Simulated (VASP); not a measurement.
# Cs2AgBiBr6 (Fm-3m) in VASP: single point with PBE+D3(BJ)

Aim: the single point of Cs2AgBiBr6 with PBE+D3(BJ).

Program: VASP 6.6.1. These are calculated values, not measurements. Logs are shortened: lines on timing, memory, paths and dates and some standing lists are left out, and cuts for length are marked.

**1. The cell of the first run**

It takes space group Fm-3m (No. 225, cubic). The conventional cell has a = 11.305 Å, b = 11.305 Å, c = 11.305 Å, α = 90.00°, β = 90.00°, γ = 90.00°. Within 5.2 Å of Cs (site symmetry -43m) lie 12 Br at 4.00 Å and 4 Ag at 4.90 Å and 4 Bi at 4.90 Å. Within 3.7 Å of Ag (site symmetry m-3m) lie 6 Br at 2.79 Å. Within 3.8 Å of Bi (site symmetry m-3m) lie 6 Br at 2.86 Å. Br (site symmetry 4mm) has 1 Ag at 2.79 Å and 1 Bi at 2.86 Å within 3.7 Å.

**2. Single point, PBE+D3(BJ)**

INCAR

```
SYSTEM = Cs2AgBiBr6
PREC = Accurate ; ENCUT = 520
EDIFF = 1E-7 ; ISMEAR = 0
SIGMA = 0.02 ; LREAL = .FALSE.
LASPH = .TRUE. ; NELM = 60
ALGO = Normal ; ISIF = 2
LWAVE = .FALSE. ; LCHARG = .TRUE.
GGA = PE ; IVDW = 12
LELF = .TRUE. ; LVHAR = .TRUE.
NBANDS = 54
```

KPOINTS

```
regular mesh
0
G
  4 4 4
  0 0 0
```

POSCAR

```
Cs2AgBiBr6
1.0
    0.0000000000      5.6524781811      5.6524781811
    5.6524781811      0.0000000000      5.6524781811
    5.6524781811      5.6524781811      0.0000000000
Cs Ag Bi Br
2 1 1 6
Direct
    0.2500000000      0.2500000000      0.2500000000
    0.7500000000      0.7500000000      0.7500000000
    0.5000000000      0.5000000000      0.5000000000
    0.0000000000      0.0000000000      0.0000000000
    0.2527664013      0.7472335987      0.2527664013
    0.2527664013      0.7472335987      0.7472335987
    0.7472335987      0.2527664013      0.7472335987
    0.7472335987      0.2527664013      0.2527664013
    0.2527664013      0.2527664013      0.7472335987
    0.7472335987      0.7472335987      0.2527664013
```

Potentials or basis: VASP PAW PBE potentials, release 64 (Cs_sv, Ag, Bi_d, Br).

The run is started by

```console
$ cat potpaw_PBE.64/Cs_sv/POTCAR potpaw_PBE.64/Ag/POTCAR potpaw_PBE.64/Bi_d/POTCAR potpaw_PBE.64/Br/POTCAR > POTCAR
$ mpirun -np 1 vasp_std > vasp.out
```

OUTCAR:

```text
SYSTEM = Cs2AgBiBr6
   PREC = Accurate
   ENCUT = 520
   EDIFF = 1E-7
   ISMEAR = 0
   LREAL = .FALSE.
   LASPH = .TRUE.
   NELM = 60
   ISIF = 2
   GGA = PE
   IVDW = 12
 IVDW          = 12

 ion  position               nearest neighbor table
   1  0.250  0.250  0.250-
   2  0.750  0.750  0.750-
   3  0.500  0.500  0.500-   5 2.79   6 2.79   7 2.79   8 2.79   9 2.79  10 2.79
   4  0.000  0.000  0.000-   5 2.86   6 2.86   7 2.86   8 2.86   9 2.86  10 2.86
   5  0.253  0.747  0.253-   3 2.79   4 2.86
   6  0.253  0.747  0.747-   3 2.79   4 2.86
   7  0.747  0.253  0.747-   3 2.79   4 2.86
   8  0.747  0.253  0.253-   3 2.79   4 2.86
   9  0.253  0.253  0.747-   3 2.79   4 2.86
  10  0.747  0.747  0.253-   3 2.79   4 2.86

  LATTYP: Found a face centered cubic cell.
 ALAT       =    11.3049563622

  Lattice vectors:

 A1 = (   0.0000000000,   5.6524781811,   5.6524781811)
 A2 = (   5.6524781811,   0.0000000000,   5.6524781811)
 A3 = (   5.6524781811,   5.6524781811,   0.0000000000)

Analysis of symmetry for initial positions (statically):
=====================================================================
 Subroutine PRICEL returns:
 Original cell was already a primitive cell.

 Routine SETGRP: Setting up the symmetry group for a
 face centered cubic supercell.

 Subroutine GETGRP returns: Found 48 space group operations
 (whereof 48 operations were pure point group operations)
 out of a pool of 48 trial point group operations.

The static configuration has the point symmetry O_h .

Analysis of symmetry for dynamics (positions and initial velocities):
=====================================================================
 Subroutine PRICEL returns:
 Original cell was already a primitive cell.

 Routine SETGRP: Setting up the symmetry group for a
 face centered cubic supercell.

 Subroutine GETGRP returns: Found 48 space group operations
 (whereof 48 operations were pure point group operations)
 out of a pool of 48 trial point group operations.

The dynamic configuration has the point symmetry O_h .

 Subroutine INISYM returns: Found 48 space group operations
 (whereof 48 operations are pure point group operations),
 and found     1 'primitive' translations

----------------------------------------------------------------------------------------

                                     Primitive cell

  volume of cell :     361.1991

  direct lattice vectors                    reciprocal lattice vectors
     0.000000000  5.652478181  5.652478181    -0.088456777  0.088456777  0.088456777
     5.652478181  0.000000000  5.652478181     0.088456777 -0.088456777  0.088456777
     5.652478181  5.652478181  0.000000000     0.088456777  0.088456777 -0.088456777

  length of vectors
     7.993811305  7.993811305  7.993811305     0.153211631  0.153211631  0.153211631

  position of ions in fractional coordinates (direct lattice)
     0.250000000  0.250000000  0.250000000
     0.750000000  0.750000000  0.750000000
     0.500000000  0.500000000  0.500000000
     0.000000000  0.000000000  0.000000000
     0.252766401  0.747233599  0.252766401
     0.252766401  0.747233599  0.747233599
     0.747233599  0.252766401  0.747233599
     0.747233599  0.252766401  0.252766401
     0.252766401  0.252766401  0.747233599
     0.747233599  0.747233599  0.252766401

  ion indices of the primitive-cell ions
   primitive index   ion index
                 1           1
                 2           2
                 3           3
                 4           4
                 5           5
                 6           6
                 7           7
                 8           8
                 9           9
                10          10

----------------------------------------------------------------------------------------

 KPOINTS: regular mesh

Automatic generation of k-mesh.
 Grid dimensions read from file:
 generate k-points for:    4    4    4

 Generating k-lattice:

  Cartesian coordinates                     Fractional coordinates (reciprocal lattice)
    -0.022114194  0.022114194  0.022114194     0.250000000  0.000000000  0.000000000
     0.022114194 -0.022114194  0.022114194     0.000000000  0.250000000  0.000000000
     0.022114194  0.022114194 -0.022114194     0.000000000  0.000000000  0.250000000

  Length of vectors
     0.038302908  0.038302908  0.038302908

  Shift w.r.t. Gamma in fractional coordinates (k-lattice)
     0.000000000  0.000000000  0.000000000

 Subroutine IBZKPT returns following result:
 ===========================================

 Found      8 irreducible k-points:

 Following reciprocal coordinates:
            Coordinates               Weight
  0.000000  0.000000  0.000000      1.000000
  0.250000  0.000000  0.000000      8.000000
  0.500000  0.000000  0.000000      4.000000
  0.250000  0.250000  0.000000      6.000000
  0.500000  0.250000  0.000000     24.000000
 -0.250000  0.250000  0.000000     12.000000
  0.500000  0.500000  0.000000      3.000000
 -0.250000  0.500000  0.250000      6.000000
   k-points           NKPTS =      8   k-points in BZ     NKDIM =      8   number of bands    NBANDS=     54
   number of dos      NEDOS =    301   number of ions     NIONS =     10
   total plane-waves  NPLWV = 216000
   dimension x,y,z NGX =    60 NGY =   60 NGZ =   60
   dimension x,y,z NGXF=   120 NGYF=  120 NGZF=  120
   ions per type =               2   1   1   6
   NGX,Y,Z   is equivalent  to a cutoff of  12.48, 12.48, 12.48 a.u.
   NGXF,Y,Z  is equivalent  to a cutoff of  24.96, 24.96, 24.96 a.u.
 SYSTEM =  Cs2AgBiBr6
   PREC   = accura    normal or accurate (medium, high low for compatibility)
   ISTART =      0    job   : 0-new  1-cont  2-samecut
   ICHARG =      2    charge: 1-file 2-atom 10-const
   ISPIN  =      1    spin polarized calculation?
   LNONCOLLINEAR =      F non collinear calculations
   LSORBIT =      F    spin-orbit coupling
   LASPH  =      T    aspherical Exc in radial PAW
   ENCUT  =  520.0 eV  38.22 Ry    6.18 a.u.  14.86 14.86 14.86*2*pi/ulx,y,z
   NELM   =     60;   NELMIN=  2; NELMDL= -5     # of ELM steps
   EDIFF  = 0.1E-06   stopping-criterion for ELM
   LREAL  =      F    real-space projection
   EDIFFG = 0.1E-05   stopping-criterion for IOM
   NSW    =      0    number of steps for IOM
   IBRION =     -1    ionic relax: 0-MD 1-quasi-New 2-CG
   NFREE  =      0    steps in history (QN), initial steepest desc. (CG)
   ISIF   =      2    stress and relaxation
   ISYM   =      2    0-nonsym 1-usesym 2-fastsym
   POTIM  = 0.5000    time-step for ionic-motion
   TEBEG  =    0.0;   TEEND  =   0.0 temperature during run
   PSTRESS=    0.0 pullay stress
   NELECT =      86.0000    total number of electrons
   NUPDOWN=      -1.0000    fix difference up-down
   EMIN   =  10.00;   EMAX   =-10.00  energy-range for DOS
   EFERMI =   0.00;   METHOD = LEGACY
   ISMEAR =     0;   SIGMA  =   0.02  broadening in eV -4-tet -1-fermi 0-gaus
   EFERMI_NEDOS =   21; number of points for ismear=-14 and -15
   IALGO  =     38    algorithm
   IMIX   =      4    mixing-type and parameters
     AMIX     =   0.40;   BMIX     =  1.00
     AMIX_MAG =   1.60;   BMIX_MAG =  1.00
  volume/ion in A,a.u.               =      36.12       243.75
  Fermi-wavevector in a.u.,A,eV,Ry     =   1.014671  1.917451 14.007988  1.029558
  Thomas-Fermi vector in A             =   2.147913
   LORBIT       =      0    0 simple, 1 ext, 2 COOP (PROOUT), +10 PAW based schemes
   GGA     = PE    functional components
   LHFCALC =     F    Hartree Fock is set to
   AEXX    =    0.0000 exact exchange contribution
   IVDW    =    12    specifies the selected vdW correction
   LEPSILON=     F    determine dielectric tensor
   LRPA    =     F    only Hartree local field effects (RPA)
 non-spin polarized calculation
 Gauss-broadening in eV      SIGMA  =   0.02
  energy-cutoff  :      520.00
  volume of cell :      361.20
 maximum number of plane-waves:      9756
   NGX = 29   NGY = 29   NGZ = 29

 number of electron      85.9999993 magnetization

 Free energy of the ion-electron system (eV)
  ---------------------------------------------------
  ext. energy  EPLUGINS =         0.00000000
  ---------------------------------------------------
  free energy    TOTEN  =       -29.56198408 eV

  energy without entropy =      -29.56198408  energy(sigma->0) =      -29.56198408

 E-fermi :   1.3417     XC(G=0):  -8.0828

 val. band max:        1.2349291662   @ k =   0.5000   0.5000   0.0000
 cond. band min:       2.4860641476   @ k =   0.5000   0.0000   0.0000
 fundamental gap:      1.2511349814
 Fermi energy:         1.3417357639

 k-point     1 :       0.0000    0.0000    0.0000
  band No.  band energies     occupation
      1     -21.8789      2.00000
      2     -21.8789      2.00000
      3     -21.8492      2.00000
      4     -21.8492      2.00000
      5     -21.8492      2.00000
      6     -19.5079      2.00000
[... 46 lines left out ...]
     53       6.6969      0.00000
     54       6.6969      0.00000

 k-point     2 :       0.2500    0.0000    0.0000
  band No.  band energies     occupation
      1     -21.8790      2.00000
      2     -21.8790      2.00000
      3     -21.8492      2.00000
      4     -21.8492      2.00000
      5     -21.8492      2.00000
      6     -19.5069      2.00000
[... 46 lines left out ...]
     53       6.9763      0.00000
     54       7.0283      0.00000
[... 283 lines left out ...]
     53       7.5602      0.00000
     54       7.9071      0.00000

 k-point     8 :      -0.2500    0.5000    0.2500
  band No.  band energies     occupation
      1     -21.8790      2.00000
      2     -21.8790      2.00000
      3     -21.8492      2.00000
      4     -21.8492      2.00000
      5     -21.8492      2.00000
      6     -19.5046      2.00000
[... 46 lines left out ...]
     53       7.3109      0.00000
     54       7.6610      0.00000

------------------------ aborting loop because EDIFF is reached ----------------------------------------

 Edisp (eV)   -2.47202

 E8    (eV) :    -1.1523

  FORCE on cell =-STRESS in cart. coord.  units (eV):
  Direction    XX          YY          ZZ          XY          YZ          ZX
  --------------------------------------------------------------------------------------
  -------------------------------------------------------------------------------------
  Total      -0.00098    -0.00098    -0.00098     0.00000    -0.00000     0.00000
  in kB      -0.00437    -0.00437    -0.00437     0.00000    -0.00000     0.00000
  external pressure =       -0.00 kB  Pullay stress =        0.00 kB

 VOLUME and BASIS-vectors are now :
 -----------------------------------------------------------------------------
  energy-cutoff  :      520.00
  volume of cell :      361.20
      direct lattice vectors                 reciprocal lattice vectors
     0.000000000  5.652478181  5.652478181    -0.088456777  0.088456777  0.088456777
     5.652478181  0.000000000  5.652478181     0.088456777 -0.088456777  0.088456777
     5.652478181  5.652478181  0.000000000     0.088456777  0.088456777 -0.088456777

 POSITION                                       TOTAL-FORCE (eV/Angst)
 -----------------------------------------------------------------------------------
      2.82624      2.82624      2.82624         0.000000     -0.000000     -0.000000
      8.47872      8.47872      8.47872         0.000000     -0.000000     -0.000000
      5.65248      5.65248      5.65248         0.000000     -0.000000     -0.000000
      0.00000      0.00000      0.00000         0.000000     -0.000000     -0.000000
      5.65248      2.85751      5.65248         0.000000      0.003085     -0.000000
      8.44744      5.65248      5.65248        -0.003085     -0.000000     -0.000000
      5.65248      8.44744      5.65248         0.000000     -0.003085     -0.000000
      2.85751      5.65248      5.65248         0.003085     -0.000000     -0.000000
      5.65248      5.65248      2.85751         0.000000     -0.000000      0.003085
      5.65248      5.65248      8.44744         0.000000     -0.000000     -0.003085
 -----------------------------------------------------------------------------------
    total drift:                                0.000000     -0.000000     -0.000000

  FREE ENERGIE OF THE ION-ELECTRON SYSTEM (eV)
  ---------------------------------------------------
  free  energy   TOTEN  =       -32.0340076081 eV

  energy  without entropy=      -32.0340076081  energy(sigma->0) =      -32.03400761
```

Wall time 3.8 min (1 thread of AMD EPYC 7R13, shared host); peak memory 0.61 GiB.

Results:

| Item | Value |
| --- | --- |
| Free energy | -32.0340 eV |
| Pressure | 0.0 GPa |
| Largest force | 0.003 eV/Å |
| Band gap on the k mesh | 1.25 eV, indirect (least direct gap 2.41 eV) |
| Dispersion energy per atom | -0.247 eV |

Forces in eV/Å, atoms in the order of the input:
```
Cs   0.000  0.000  0.000
Cs   0.000  0.000  0.000
Ag   0.000  0.000  0.000
Bi   0.000  0.000  0.000
Br   0.000  0.003  0.000
Br  -0.003  0.000  0.000
Br   0.000 -0.003  0.000
Br   0.003  0.000  0.000
Br   0.000  0.000  0.003
Br   0.000  0.000 -0.003
```

Caveat: spin-orbit coupling is left out, which moves the levels of the heavy elements. A hybrid or GW would open this gap; PBE tends to underestimate it.
